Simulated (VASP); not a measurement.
# Al6TeP2 (P-62m) in VASP: further runs, part 2 of 2

VASP 6.6.1. The steps go on from the part before.

**3. Single point, PBE**

This run uses another cell than the first one, of 20.22 Å³/atom, 1.061 times its volume.

File INCAR:

```
  ALGO = Normal
  EDIFF = 1E-6
  ENCUT = 520
  GGA = PE
  ISIF = 2
  ISMEAR = 0
  LASPH = T
  LCHARG = F
  LREAL = F
  LWAVE = F
  NBANDS = 27
  NELM = 80
  PREC = Accurate
  SIGMA = 0.1
```

File KPOINTS:

```
k-points
0
Gamma
  3 3 6
```

File POSCAR:

```
Al6TeP2
1.0
    7.5373515700      0.0000000000      0.0000000000
   -3.7686757900      6.5275379400      0.0000000000
    0.0000000000      0.0000000000      3.6988157600
Al Te P
6 1 2
Direct
    0.5996000200      0.0000000000      0.0000000000
    0.4003999800      0.4003999800      0.0000000000
    0.0000000000      0.5996000200      0.0000000000
    0.2418000000      0.0000000000      0.5000000000
    0.7582000000      0.7582000000      0.5000000000
    0.0000000000      0.2418000000      0.5000000000
    0.0000000000      0.0000000000      0.0000000000
    0.3333333300      0.6666666700      0.5000000000
    0.6666666700      0.3333333300      0.5000000000
```

Potentials or basis: VASP PAW PBE potentials, release 64 (Al, Te, P).

Started as:

```sh
> cat potpaw_PBE.64/Al/POTCAR potpaw_PBE.64/Te/POTCAR potpaw_PBE.64/P/POTCAR > POTCAR
> mpirun -np 1 vasp_std > vasp.out
```

OUTCAR:

```text
EDIFF = 1E-6
   ENCUT = 520
   GGA = PE
   ISIF = 2
   ISMEAR = 0
   LASPH = T
   LREAL = F
   NELM = 80
   PREC = Accurate

 ion  position               nearest neighbor table
   1  0.600  0.000  0.000-   9 2.95   9 2.95   8 2.95   8 2.95   7 3.02   6 3.22   6 3.22   5 3.22
                             5 3.22   4 3.27   4 3.27
   2  0.400  0.400  0.000-   9 2.95   9 2.95   8 2.95   8 2.95   7 3.02   6 3.22   6 3.22   4 3.22
                             4 3.22   5 3.27   5 3.27
   3  0.000  0.600  0.000-   8 2.95   8 2.95   9 2.95   9 2.95   7 3.02   5 3.22   5 3.22   4 3.22
                             4 3.22   6 3.27   6 3.27
   4  0.242  0.000  0.500-   7 2.60   7 2.60   8 2.92   9 2.92   5 3.16   6 3.16   3 3.22   3 3.22
                             2 3.22   2 3.22   1 3.27   1 3.27
   5  0.758  0.758  0.500-   7 2.60   7 2.60   8 2.92   9 2.92   4 3.16   6 3.16   3 3.22   3 3.22
                             1 3.22   1 3.22   2 3.27   2 3.27
   6  0.000  0.242  0.500-   7 2.60   7 2.60   9 2.92   8 2.92   4 3.16   5 3.16   2 3.22   2 3.22
                             1 3.22   1 3.22   3 3.27   3 3.27
   7  0.000  0.000  0.000-   4 2.60   4 2.60   5 2.60   5 2.60   6 2.60   6 2.60   1 3.02   2 3.02
                             3 3.02
[... 203 lines left out ...]
      5      -1.1571      2.00000
      6       0.3992      2.00000
[... 349 lines left out ...]
     26      11.3494      0.00000
     27      11.3494      0.00000

------------------------ aborting loop because EDIFF is reached ----------------------------------------

  FORCE on cell =-STRESS in cart. coord.  units (eV):
  Direction    XX          YY          ZZ          XY          YZ          ZX
  --------------------------------------------------------------------------------------
  -------------------------------------------------------------------------------------
  Total       -2.8169975     -2.8169975      5.9424362      0.0000000      0.0000000      0.0000000
  in kB      -24.8008276    -24.8008276     52.3171689      0.0000000      0.0000000      0.0000000
  external PRESSURE =       0.9051712 kB  Pullay stress =       0.0000000 kB

 VOLUME and BASIS-vectors are now :
 -----------------------------------------------------------------------------
  energy-cutoff  :      520.00
  volume of cell :      181.98
      direct lattice vectors                 reciprocal lattice vectors
     7.537351570  0.000000000  0.000000000     0.132672596  0.076598559  0.000000000
    -3.768675790  6.527537940  0.000000000     0.000000000  0.153197118  0.000000000
     0.000000000  0.000000000  3.698815760     0.000000000  0.000000000  0.270356802

 POSITION                                       TOTAL-FORCE (eV/Angst)
 -----------------------------------------------------------------------------------
      4.51940      0.00000      0.00000        -0.992268      0.000000      0.000000
      1.50898      2.61363      0.00000         0.496134      0.859329      0.000000
     -2.25970      3.91391      0.00000         0.496134     -0.859329     -0.000000
      1.82253      0.00000      1.84941         3.253088      0.000000     -0.000000
      2.85741      4.94918      1.84941        -1.626544     -2.817257     -0.000000
     -0.91127      1.57836      1.84941        -1.626544      2.817257     -0.000000
      0.00000      0.00000      0.00000        -0.000000      0.000000     -0.000000
     -0.00000      4.35169      1.84941        -0.000000      0.000000     -0.000000
      3.76868      2.17585      1.84941         0.000000      0.000000     -0.000000
 -----------------------------------------------------------------------------------
    total drift:                               -0.000000     -0.000000      0.000000

  FREE ENERGIE OF THE ION-ELECTRON SYSTEM (eV)
  ---------------------------------------------------
  free  energy   TOTEN  =       -31.7561018601 eV

  energy  without entropy=      -31.7308662857  energy(sigma->0) =      -31.74348407
```

OSZICAR:

```text
N       E                     dE             d eps       ncg     rms          rms(c)
DAV:   1     0.741742451706E+02    0.74174E+02   -0.12297E+04   648   0.102E+03
DAV:   2    -0.255590138923E+02   -0.99733E+02   -0.94833E+02   813   0.142E+02
DAV:   3    -0.321149771575E+02   -0.65560E+01   -0.63474E+01   821   0.322E+01
DAV:   4    -0.322282072206E+02   -0.11323E+00   -0.11282E+00   821   0.501E+00
DAV:   5    -0.322299895814E+02   -0.17824E-02   -0.17819E-02   782   0.679E-01    0.149E+01
DAV:   6    -0.318061355160E+02    0.42385E+00   -0.82680E-01   810   0.364E+00    0.897E+00
DAV:   7    -0.317670258575E+02    0.39110E-01   -0.36756E-01   723   0.217E+00    0.334E+00
DAV:   8    -0.317575093472E+02    0.95165E-02   -0.23923E-02   740   0.662E-01    0.462E-01
DAV:   9    -0.317560879684E+02    0.14214E-02   -0.50834E-03   750   0.272E-01    0.425E-01
DAV:  10    -0.317561131048E+02   -0.25136E-04   -0.70979E-04   789   0.113E-01    0.317E-01
DAV:  11    -0.317561735301E+02   -0.60425E-04   -0.33235E-04   718   0.683E-02    0.176E-01
DAV:  12    -0.317561034896E+02    0.70040E-04   -0.24009E-04   739   0.590E-02    0.135E-01
DAV:  13    -0.317561023835E+02    0.11061E-05   -0.31600E-05   732   0.236E-02    0.621E-02
DAV:  14    -0.317561018601E+02    0.52338E-06   -0.28689E-06   653   0.608E-03
   1 F= -.31756102E+02 E0= -.31743484E+02  d E =-.252356E-01
```

stdout:

```text
POSCAR found type information on POSCAR AlTeP
 POSCAR found :  3 types and       9 ions
 scaLAPACK will be used
 LDA part: xc-table for (Slater+PW92), standard interpolation
 POSCAR, INCAR and KPOINTS ok, starting setup
 FFT: planning ... GRIDC
 FFT: planning ... GRID_SOFT
 FFT: planning ... GRID
 WAVECAR not read
 entering main loop
```

Run time: 43 s. Hardware: 1 thread of Intel Xeon Platinum 8488C (Sapphire Rapids), shared host; peak memory 0.3 GiB.

What came out:

```yaml
Free_energy: -31.7561 eV
Pressure: 0.1 GPa
Largest_force: 3.253 eV/Å
Band_gap_on_the_k_mesh: zero (band 17 reaches 8.13 eV, above the bottom of band 18 at 5.68 eV)
```

Forces in eV/Å, atoms in the order of the input:
```
Al  -0.992  0.000  0.000
Al   0.496  0.859  0.000
Al   0.496 -0.859  0.000
Al   3.253  0.000  0.000
Al  -1.627 -2.817  0.000
Al  -1.627  2.817  0.000
Te   0.000  0.000  0.000
P    0.000  0.000  0.000
P    0.000  0.000  0.000
```

Levels at points of the mesh, in eV from the Fermi level:
```
           k point  band 14  band 15  band 16  band 17  band 18  band 19  band 20  band 21
(0.00, 0.00, 0.00)    -0.25    -0.07    -0.07     0.80     1.10     1.10     1.31     1.31
(0.00, 0.00, 0.50)    -3.31    -0.90    -0.85    -0.85     0.48     1.00     1.00     2.36
```

Caveat: spin-orbit coupling is left out, which moves the levels of the heavy elements; forces of over 1 eV/Å act on the atoms, so gaps and moduli don't describe the material at rest.

**4. Single point, PBE**

This run uses another cell than the first one, of 18.85 Å³/atom, 0.989 times its volume.

File INCAR:

```
SYSTEM = Al6TeP2
PREC     = Accurate       ! precision mode
ENCUT    = 520            ! plane-wave cutoff, eV
EDIFF    = 1E-7           ! SCF threshold, eV
ISMEAR   = 0              ! smearing method
SIGMA    = 0.1            ! smearing width, eV
LREAL    = .FALSE.        ! projectors in reciprocal space
LASPH    = .TRUE.         ! aspherical terms in the spheres
NELM     = 100            ! most SCF steps
ALGO     = Normal         ! electronic algorithm
ISIF     = 2              ! what is computed and relaxed
LWAVE    = .FALSE.        ! write WAVECAR
LCHARG   = .TRUE.         ! write CHGCAR
GGA      = PE             ! functional
LELF     = .TRUE.         ! ELF
LVHAR    = .TRUE.       
NBANDS   = 27             ! bands
```

File KPOINTS:

```
Automatic mesh
0
G
  6 6 10
  0 0 0
```

File POSCAR:

```
Al6TeP2
1.0
    7.3517667695      0.0000000000      0.0000000000
   -3.6758833847      6.3668167851      0.0000000000
    0.0000000000      0.0000000000      3.6236248709
Al Te P
6 1 2
Direct
    0.5927154791      0.0000000000      0.0000000000
    0.4072845209      0.4072845209      0.0000000000
    0.0000000000      0.5927154791      0.0000000000
    0.3106812902      0.0000000000      0.5000000000
    0.6893187098      0.6893187098      0.5000000000
    0.0000000000      0.3106812902      0.5000000000
    0.0000000000      0.0000000000      0.0000000000
    0.3333333333      0.6666666667      0.5000000000
    0.6666666667      0.3333333333      0.5000000000
```

Started as:

```sh
> cat potpaw_PBE.64/Al/POTCAR potpaw_PBE.64/Te/POTCAR potpaw_PBE.64/P/POTCAR > POTCAR
> mpirun -np 1 vasp_std > vasp.out
```

It took 2.2 min on 1 thread of Intel Xeon Platinum 8488C (Sapphire Rapids), shared host; peak memory 0.39 GiB.

It converged, with:

| Item | Value |
| --- | --- |
| Free energy | -34.6150 eV |
| Pressure | 0.0 GPa |
| Largest force | 0.006 eV/Å |
| Band gap on the k mesh | zero (band 17 reaches 8.99 eV, above the bottom of band 18 at 6.66 eV) |

Forces in eV/Å, atoms in the order of the input:
```
Al  -0.002  0.000  0.000
Al   0.001  0.002  0.000
Al   0.001 -0.002  0.000
Al   0.006  0.000  0.000
Al  -0.003 -0.005  0.000
Al  -0.003  0.005  0.000
Te   0.000  0.000  0.000
P    0.000  0.000  0.000
P    0.000  0.000  0.000
```

Levels at points of the mesh, in eV from the Fermi level:
| k point | band 14 | band 15 | band 16 | band 17 | band 18 | band 19 | band 20 | band 21 |
| --- | --- | --- | --- | --- | --- | --- | --- | --- |
| (0.00, 0.00, 0.00) | -0.21 | -0.21 | 0.28 | 0.77 | 0.77 | 0.93 | 1.48 | 1.48 |
| (0.50, 0.00, 0.00) | -1.13 | -1.08 | -0.87 | -0.59 | 1.41 | 1.82 | 2.02 | 2.53 |
| (0.00, 0.00, 0.50) | -4.04 | -0.79 | -0.79 | -0.39 | 0.69 | 1.07 | 1.07 | 1.82 |
| (0.50, 0.00, 0.50) | -2.66 | -1.85 | -1.59 | -0.95 | -0.64 | -0.52 | -0.31 | 1.42 |

Caveat: spin-orbit coupling is left out, which moves the levels of the heavy elements.

**5. The runs side by side**

```tsv
cell	k mesh	gap on the mesh (eV)	pressure (GPa)	largest force (eV/Å)
a = 7.345, b = 7.345, c = 3.670 Å, angles 90.0, 90.0, 120.0°, 9 atoms	3 × 3 × 6	none	0.1	0.02
a = 7.537, b = 7.537, c = 3.699 Å, angles 90.0, 90.0, 120.0°, 9 atoms	3 × 3 × 6	none	0.1	3.25
a = 7.352, b = 7.352, c = 3.624 Å, angles 90.0, 90.0, 120.0°, 9 atoms	6 × 6 × 10	none	0.0	0.01
```

Alike in all rows: task single point; level PBE; potentials or basis VASP PAW PBE potentials, release 64 (Al, Te, P); no spin polarisation; cutoff (eV) 520; smearing gaussian 0.1 eV.

Caveats: spin-orbit coupling is left out, which moves the levels of the heavy elements; forces of over 1 eV/Å act on the atoms, so gaps and moduli don't describe the material at rest (some runs).

Absolute energies hang on the potentials; compare differences alone.
